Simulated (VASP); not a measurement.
# AlCu3 (Pm-3m) in VASP: further runs, part 2 of 2

VASP 6.6.1. Earlier steps stand in the parts before.

## Step 3: Single point, PBEsol

This run uses another cell than the first one, of 10.80 Å³/atom.

INCAR

```
SYSTEM = AlCu3
PREC     = Accurate       ! precision mode
ENCUT    = 600            ! plane-wave cutoff, eV
EDIFF    = 1E-6           ! SCF threshold, eV
ISMEAR   = 1              ! smearing method
SIGMA    = 0.1            ! smearing width, eV
LREAL    = .FALSE.        ! projectors in reciprocal space
LASPH    = .TRUE.         ! aspherical terms in the spheres
NELM     = 120            ! most SCF steps
ALGO     = Normal         ! electronic algorithm
ISIF     = 2              ! what is computed and relaxed
LWAVE    = .FALSE.        ! write WAVECAR
LCHARG   = .TRUE.         ! write CHGCAR
GGA      = PS             ! functional
LELF     = .TRUE.         ! ELF
LVHAR    = .TRUE.       
NBANDS   = 26             ! bands
GGA_COMPAT= .FALSE.
```

KPOINTS

```
regular mesh
0
G
  7 7 7
  0 0 0
```

POSCAR

```
AlCu3
1.0
    3.5088987902      0.0000000000      0.0000000000
    0.0000000000      3.5088987902      0.0000000000
    0.0000000000      0.0000000000      3.5088987902
Al Cu
1 3
Direct
    0.0000000000      0.0000000000      0.0000000000
    0.0000000000      0.5000000000      0.5000000000
    0.5000000000      0.0000000000      0.5000000000
    0.5000000000      0.5000000000      0.0000000000
```

Potentials or basis: VASP PAW PBE potentials, release 64 (Al, Cu).

On the command line:

```sh
$ cat potpaw_PBE.64/Al/POTCAR potpaw_PBE.64/Cu/POTCAR > POTCAR
$ mpirun -np 1 vasp_std > vasp.out
```

OUTCAR:

```text
SYSTEM = AlCu3
   PREC = Accurate
   ENCUT = 600
   EDIFF = 1E-6
   ISMEAR = 1
   LREAL = .FALSE.
   LASPH = .TRUE.
   NELM = 120
   ISIF = 2
   GGA = PS

 ion  position               nearest neighbor table
   1  0.000  0.000  0.000-   2 2.48   3 2.48   4 2.48   2 2.48   3 2.48   2 2.48   4 2.48   2 2.48
                             3 2.48   4 2.48   3 2.48   4 2.48
   2  0.000  0.500  0.500-   1 2.48   3 2.48   4 2.48   1 2.48   4 2.48   1 2.48   3 2.48   1 2.48
                             3 2.48   4 2.48   4 2.48   3 2.48
   3  0.500  0.000  0.500-   1 2.48   2 2.48   4 2.48   1 2.48   4 2.48   2 2.48   4 2.48   4 2.48
                             1 2.48   2 2.48   1 2.48   2 2.48
   4  0.500  0.500  0.000-   1 2.48   2 2.48   3 2.48   2 2.48   3 2.48   1 2.48   3 2.48   3 2.48
                             1 2.48   2 2.48   2 2.48   1 2.48

  LATTYP: Found a simple cubic cell.
 ALAT       =     3.5088987902

  Lattice vectors:

 A1 = (   3.5088987902,   0.0000000000,   0.0000000000)
 A2 = (   0.0000000000,   3.5088987902,   0.0000000000)
 A3 = (   0.0000000000,   0.0000000000,   3.5088987902)

Analysis of symmetry for initial positions (statically):
=====================================================================
 Subroutine PRICEL returns:
 Original cell was already a primitive cell.
[... 173 lines left out ...]
 fundamental gap:      0.5026045396
 Fermi energy:        10.1408957282

 k-point     1 :       0.0000    0.0000    0.0000
  band No.  band energies     occupation
      1      -1.5472      2.00000
      2       3.8980      2.00000
      3       4.5483      2.00000
      4       4.5483      2.00000
      5       4.8619      2.00000
      6       4.8619      2.00000
[... 569 lines left out ...]
     25      25.9950      0.00000
     26      27.8351      0.00000

------------------------ aborting loop because EDIFF is reached ----------------------------------------

  FORCE on cell =-STRESS in cart. coord.  units (eV):
  Direction    XX          YY          ZZ          XY          YZ          ZX
  --------------------------------------------------------------------------------------
  -------------------------------------------------------------------------------------
  Total        5.5248777      5.5248777      5.5248777     -0.0000000     -0.0000000     -0.0000000
  in kB      204.8899820    204.8899820    204.8899820     -0.0000000     -0.0000000     -0.0000000
  external PRESSURE =     204.8899820 kB  Pullay stress =       0.0000000 kB

 VOLUME and BASIS-vectors are now :
 -----------------------------------------------------------------------------
  energy-cutoff  :      600.00
  volume of cell :       43.20
      direct lattice vectors                 reciprocal lattice vectors
     3.508898790  0.000000000  0.000000000     0.284989696  0.000000000  0.000000000
     0.000000000  3.508898790  0.000000000     0.000000000  0.284989696  0.000000000
     0.000000000  0.000000000  3.508898790     0.000000000  0.000000000  0.284989696

 POSITION                                       TOTAL-FORCE (eV/Angst)
 -----------------------------------------------------------------------------------
      0.00000      0.00000      0.00000         0.000000      0.000000      0.000000
      0.00000      1.75445      1.75445         0.000000      0.000000      0.000000
      1.75445      0.00000      1.75445         0.000000      0.000000      0.000000
      1.75445      1.75445      0.00000         0.000000      0.000000      0.000000
 -----------------------------------------------------------------------------------
    total drift:                                0.000000      0.000000      0.000000

  FREE ENERGIE OF THE ION-ELECTRON SYSTEM (eV)
  ---------------------------------------------------
  free  energy   TOTEN  =       -17.5293951696 eV

  energy  without entropy=      -17.5282028884  energy(sigma->0) =      -17.52899774
```

OSZICAR:

```text
N       E                     dE             d eps       ncg     rms          rms(c)
DAV:   1     0.263429446336E+03    0.26343E+03   -0.17226E+04  1088   0.252E+03
DAV:   2    -0.186994964166E+01   -0.26530E+03   -0.25389E+03  1040   0.380E+02
DAV:   3    -0.221376042675E+02   -0.20268E+02   -0.19460E+02  1170   0.147E+02
DAV:   4    -0.226364335133E+02   -0.49883E+00   -0.49741E+00  1538   0.266E+01
DAV:   5    -0.226462077074E+02   -0.97742E-02   -0.97720E-02  1602   0.287E+00    0.187E+01
DAV:   6    -0.206066705389E+02    0.20395E+01   -0.44412E+01  1228   0.173E+02    0.110E+01
DAV:   7    -0.175879683920E+02    0.30187E+01   -0.10586E+01  1260   0.789E+01    0.944E-01
DAV:   8    -0.175622113531E+02    0.25757E-01   -0.37600E-01  1542   0.926E+00    0.132E+00
DAV:   9    -0.175294399362E+02    0.32771E-01   -0.56294E-02  1292   0.585E+00    0.644E-02
DAV:  10    -0.175294082366E+02    0.31700E-04   -0.34595E-03  1452   0.101E+00    0.407E-02
DAV:  11    -0.175293966538E+02    0.11583E-04   -0.22097E-04  1484   0.285E-01    0.157E-02
DAV:  12    -0.175293954595E+02    0.11943E-05   -0.19775E-05  1508   0.684E-02    0.773E-03
DAV:  13    -0.175293951696E+02    0.28992E-06   -0.12940E-06   814   0.177E-02
   1 F= -.17529395E+02 E0= -.17528998E+02  d E =-.119228E-02
```

stdout:

```text
POSCAR found type information on POSCAR AlCu
 POSCAR found :  2 types and       4 ions
 scaLAPACK will be used
 -----------------------------------------------------------------------------
|                                                                             |
|                                                                             |
|     You enforced a specific xc type in the INCAR file but a different       |
|     I HOPE YOU KNOW WHAT YOU ARE DOING!                                     |
|                                                                             |
 -----------------------------------------------------------------------------

 LDA part: xc-table for (Slater+PW92), standard interpolation
 POSCAR, INCAR and KPOINTS ok, starting setup
 FFT: planning ... GRIDC
 FFT: planning ... GRID_SOFT
 FFT: planning ... GRID
 WAVECAR not read
 entering main loop
```

It took 19 s on 1 thread of Intel Xeon Platinum 8375C at 2.90GHz (Ice Lake), shared host; peak memory 0.16 GiB.

Results:

```
Free energy            : -17.5294 eV
Pressure               : 20.5 GPa
Band gap on the k mesh : zero (bands 18 and 19 overlap by 5.10 eV)
```

Caveat: the cell stands under pressure; the PAW data sets were made with another functional, which shifts forces and pressure a little.

The gap in the log of VASP goes by the Fermi energy; the results here count the filled bands.